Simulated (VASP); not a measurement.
# WC in VASP: single point with PBE

Aim: the single point of WC with PBE.

Everything below comes from runs of VASP 6.6.1. Logs are shortened: lines on timing, memory, paths and dates and some standing lists are left out, and cuts for length are marked.

### 1 The cell of the first run

The cell holds a slab with vacuum, 12 atoms: a = 2.922 Å, b = 4.080 Å, c = 24.772 Å, α = 90.00°, β = 90.00°, γ = 110.98°.

### 2 Single point, PBE

Contents of INCAR:

```
ALGO = Fast ; DIPOL = 0.5 0.5 0.500
EDIFF = 1E-6 ; ENCUT = 520
GGA = PE ; IDIPOL = 3
ISIF = 2 ; ISMEAR = 0
ISYM = 0 ; LASPH = T
LCHARG = T ; LDIPOL = T
LELF = T ; LREAL = F
LVACPOTAV = T ; LVHAR = T
LWAVE = F ; NBANDS = 66
NELM = 80 ; PREC = Accurate
SIGMA = 0.1
```

Contents of KPOINTS:

```
k-points
0
Gamma
  13 9 1
```

Contents of POSCAR:

```
WC
1.0
    2.9217716510      0.0000000000      0.0000000000
   -1.4608858255      3.8089897985      0.0000000000
    0.0000000000      0.0000000000     24.7718452235
W C
6 6
Direct
    0.7206501315      0.4413002630      0.3027630737
    0.4413002630      0.8826005260      0.3791128516
    0.1619503945      0.3239007890      0.4554626295
    0.8826005260      0.7652010520      0.5318124075
    0.6032506575      0.2065013150      0.6081621854
    0.3239007890      0.6478015780      0.6845119634
    0.0074251534      0.0148503068      0.3154880366
    0.7280752849      0.4561505698      0.3918378146
    0.4487254164      0.8974508328      0.4681875925
    0.1693755479      0.3387510958      0.5445373705
    0.8900256794      0.7800513588      0.6208871484
    0.6106758109      0.2213516218      0.6972369263
```

Potentials or basis: VASP PAW PBE potentials, release 64 (W_sv, C).

Launch:

```sh
$ cat potpaw_PBE.64/W_sv/POTCAR potpaw_PBE.64/C/POTCAR > POTCAR
$ mpirun -np 1 vasp_std > vasp.out
```

OUTCAR:

```text
EDIFF = 1E-6
   ENCUT = 520
   GGA = PE
   ISIF = 2
   ISMEAR = 0
   ISYM = 0
   LASPH = T
   LREAL = F
   NELM = 80
   PREC = Accurate

 ion  position               nearest neighbor table
   1  0.721  0.441  0.303-   8 2.21   7 2.21   7 2.21   7 2.21   2 2.85   2 2.92   2 2.92
   2  0.441  0.883  0.379-   9 2.21   8 2.21   8 2.21   8 2.21   7 2.21   7 2.21   3 2.85   1 2.85
                             1 2.92   1 2.92   3 2.92   3 2.92
   3  0.162  0.324  0.455-   8 2.21   8 2.21   9 2.21   9 2.21   9 2.21  10 2.21   2 2.85   4 2.85
                             2 2.92   2 2.92   4 2.92   4 2.92
   4  0.883  0.765  0.532-  11 2.21  10 2.21  10 2.21  10 2.21   9 2.21   9 2.21   5 2.85   3 2.85
                             5 2.92   5 2.92   3 2.92   3 2.92
   5  0.603  0.207  0.608-  10 2.21  10 2.21  12 2.21  11 2.21  11 2.21  11 2.21   4 2.85   6 2.85
                             4 2.92   4 2.92   6 2.92   6 2.92
   6  0.324  0.648  0.685-  12 2.21  12 2.21  12 2.21  11 2.21  11 2.21   5 2.85   5 2.92   5 2.92

   7  0.007  0.015  0.315-   1 2.21   1 2.21   1 2.21   2 2.21   2 2.21
   8  0.728  0.456  0.392-   3 2.21   3 2.21   1 2.21   2 2.21   2 2.21   2 2.21
   9  0.449  0.897  0.468-   2 2.21   3 2.21   3 2.21   3 2.21   4 2.21   4 2.21
  10  0.169  0.339  0.545-   5 2.21   5 2.21   4 2.21   4 2.21   4 2.21   3 2.21
  11  0.890  0.780  0.621-   4 2.21   5 2.21   5 2.21   5 2.21   6 2.21   6 2.21
  12  0.611  0.221  0.697-   5 2.21   6 2.21   6 2.21   6 2.21

IMPORTANT INFORMATION: All symmetrisations will be switched off!
NOSYMM: (Re-)initialisation of all symmetry stuff for point group C_1.

----------------------------------------------------------------------------------------

                                     Primitive cell

  volume of cell :     275.6858

  direct lattice vectors                    reciprocal lattice vectors
     2.921771651  0.000000000  0.000000000     0.342258095  0.131268401  0.000000000
    -1.460885825  3.808989798  0.000000000     0.000000000  0.262536802  0.000000000
     0.000000000  0.000000000 24.771845224     0.000000000  0.000000000  0.040368410

  length of vectors
     2.921771651  4.079533145 24.771845224     0.366567861  0.262536802  0.040368410

  position of ions in fractional coordinates (direct lattice)
     0.720650132  0.441300263  0.302763074
     0.441300263  0.882600526  0.379112852
     0.161950395  0.323900789  0.455462629
     0.882600526  0.765201052  0.531812407
     0.603250657  0.206501315  0.608162185
     0.323900789  0.647801578  0.684511963
     0.007425153  0.014850307  0.315488037
     0.728075285  0.456150570  0.391837815
     0.448725416  0.897450833  0.468187593
     0.169375548  0.338751096  0.544537371
     0.890025679  0.780051359  0.620887148
     0.610675811  0.221351622  0.697236926
[... 132 lines left out ...]
  Thomas-Fermi vector in A             =   2.333778
   LORBIT       =      0    0 simple, 1 ext, 2 COOP (PROOUT), +10 PAW based schemes
   GGA     = PE    functional components
   LHFCALC =     F    Hartree Fock is set to
   AEXX    =    0.0000 exact exchange contribution
   IVDW    =     0    specifies the selected vdW correction
   LEPSILON=     F    determine dielectric tensor
   LRPA    =     F    only Hartree local field effects (RPA)
 non-spin polarized calculation
 RMM-DIIS sequential band-by-band and
 Gauss-broadening in eV      SIGMA  =   0.10
  energy-cutoff  :      520.00
  volume of cell :      275.69
 maximum number of plane-waves:      7499
 NGX is ok and might be reduce to    24
   NGX = 11   NGY = 15   NGZ = 93

 dipolmoment           0.000000      0.000000     -0.022402 electrons x Angstroem

 number of electron     108.0000003 magnetization

 dipolmoment           0.000000      0.000000      0.030029 electrons x Angstroem

 Free energy of the ion-electron system (eV)
  ---------------------------------------------------
  ext. energy  EPLUGINS =         0.00000000
  ---------------------------------------------------
  free energy    TOTEN  =      -129.20366648 eV

  energy without entropy =     -129.18450102  energy(sigma->0) =     -129.19408375

 E-fermi :   2.7056     XC(G=0):  -7.1630

 val. band max:        2.7026926443   @ k =   0.2308   0.3333   0.0000
 cond. band min:       2.7343420424   @ k =   0.1538   0.1111   0.0000
 fundamental gap:      0.0316493982
 Fermi energy:         2.7055662594

 k-point     1 :       0.0000    0.0000    0.0000
  band No.  band energies     occupation
      1     -71.6295      2.00000
      2     -71.4910      2.00000
      3     -71.4399      2.00000
      4     -71.4132      2.00000
      5     -71.3693      2.00000
      6     -71.3381      2.00000
[... 1645 lines left out ...]
     65       6.2926      0.00000
     66       6.4204      0.00000

 [... further k-points ...]

------------------------ aborting loop because EDIFF is reached ----------------------------------------

  FORCE on cell =-STRESS in cart. coord.  units (eV):
  Direction    XX          YY          ZZ          XY          YZ          ZX
  --------------------------------------------------------------------------------------
  -------------------------------------------------------------------------------------
  Total       -3.8206913    -13.4092238     -4.3531764     -0.0020526      0.5295130      0.0179571
  in kB      -22.2043517    -77.9291218    -25.2989449     -0.0119290      3.0773209      0.1043598
  external PRESSURE =     -41.8108061 kB  Pullay stress =       0.0000000 kB

 VOLUME and BASIS-vectors are now :
 -----------------------------------------------------------------------------
  energy-cutoff  :      520.00
  volume of cell :      275.69
      direct lattice vectors                 reciprocal lattice vectors
     2.921771651  0.000000000  0.000000000     0.342258095  0.131268401  0.000000000
    -1.460885825  3.808989798  0.000000000     0.000000000  0.262536802  0.000000000
     0.000000000  0.000000000 24.771845224     0.000000000  0.000000000  0.040368410

 POSITION                                       TOTAL-FORCE (eV/Angst)
 -----------------------------------------------------------------------------------
      1.46089      1.68091      7.50000         0.005140     -0.214758      1.732852
      0.00000      3.36182      9.39132         0.003775      0.269593     -0.501150
      0.00000      1.23373     11.28265         0.000659      0.029831     -0.062053
      1.46089      2.91464     13.17397        -0.000862     -0.226404     -0.040158
      1.46089      0.78656     15.06530        -0.005045      0.345819      0.952649
      0.00000      2.46747     16.95662         0.000580     -1.093503     -0.198256
      0.00000      0.05656      7.81522        -0.009761      0.069740     -0.360121
      1.46089      1.73747      9.70655         0.001104     -0.072578     -0.837819
      0.00000      3.41838     11.59787        -0.001816     -0.026055     -0.074937
      0.00000      1.29030     13.48920        -0.000901      0.197400     -0.061567
      1.46089      2.97121     15.38052         0.004978     -0.493303      0.096941
      1.46089      0.84313     17.27185         0.002149      1.214216     -0.646380
 -----------------------------------------------------------------------------------
    total drift:                               -0.000182     -0.000079      0.000035

  FREE ENERGIE OF THE ION-ELECTRON SYSTEM (eV)
  ---------------------------------------------------
  free  energy   TOTEN  =      -129.2036664822 eV

  energy  without entropy=     -129.1845010240  energy(sigma->0) =     -129.19408375

 vacuum level on the upper side and lower side of the slab         7.359         6.870
```

OSZICAR:

```text
N       E                     dE             d eps       ncg     rms          rms(c)
DAV:   1     0.133211708405E+04    0.13321E+04   -0.64190E+04  8860   0.163E+03
DAV:   2    -0.601730367416E+02   -0.13923E+04   -0.13583E+04  8856   0.506E+02
DAV:   3    -0.146596428188E+03   -0.86423E+02   -0.84581E+02  9476   0.123E+02
[... 26 lines left out ...]
RMM:  30    -0.129203652896E+03   -0.20555E-04   -0.17303E-06  5998   0.271E-03    0.128E-03
RMM:  31    -0.129203663177E+03   -0.10281E-04   -0.81877E-07  4623   0.158E-03    0.795E-04
RMM:  32    -0.129203664634E+03   -0.14573E-05   -0.19124E-07  4514   0.121E-03    0.479E-04
RMM:  33    -0.129203666011E+03   -0.13769E-05   -0.17766E-07  3316   0.932E-04    0.187E-04
RMM:  34    -0.129203666482E+03   -0.47104E-06   -0.78486E-08  2552   0.788E-04
   1 F= -.12920367E+03 E0= -.12919408E+03  d E =-.191655E-01
```

stdout:

```text
POSCAR found type information on POSCAR W C
 POSCAR found :  2 types and      12 ions
 scaLAPACK will be used
 LDA part: xc-table for (Slater+PW92), standard interpolation
 -----------------------------------------------------------------------------
[... 34 lines left out ...]
|     Did not find any points to average over, which means that no vacuum     |
|     field-free region was found. Please increase the size of  your cell     |
|     in the dimension of the dipole correction to obtain accurate            |
|     workfunction values.                                                    |
|                                                                             |
 -----------------------------------------------------------------------------
```

Run time: 49 min. Hardware: 1 thread of Oxide Virtual Turin-like, shared host; peak memory 0.84 GiB.

Results:

* Free energy: -129.2037 eV
* Largest force: 1.746 eV/Å
* Band gap on the k mesh: zero (bands 54 and 55 overlap by 0.77 eV)

Forces in eV/Å, atoms in the order of the input:
```
W    0.005 -0.215  1.733
W    0.004  0.270 -0.501
W    0.001  0.030 -0.062
W   -0.001 -0.226 -0.040
W   -0.005  0.346  0.953
W    0.001 -1.094 -0.198
C   -0.010  0.070 -0.360
C    0.001 -0.073 -0.838
C   -0.002 -0.026 -0.075
C   -0.001  0.197 -0.062
C    0.005 -0.493  0.097
C    0.002  1.214 -0.646
```

Levels at points of the mesh, in eV from the Fermi level:
| k point | band 51 | band 52 | band 53 | band 54 | band 55 | band 56 | band 57 | band 58 |
| --- | --- | --- | --- | --- | --- | --- | --- | --- |
| (0.00, 0.00, 0.00) | -1.16 | -0.83 | -0.23 | 0.26 | 0.84 | 1.13 | 1.43 | 1.62 |

Caveat: spin-orbit coupling is left out, which moves the levels of the heavy elements.

The gap in the log of VASP goes by the Fermi energy; the results here count the filled bands.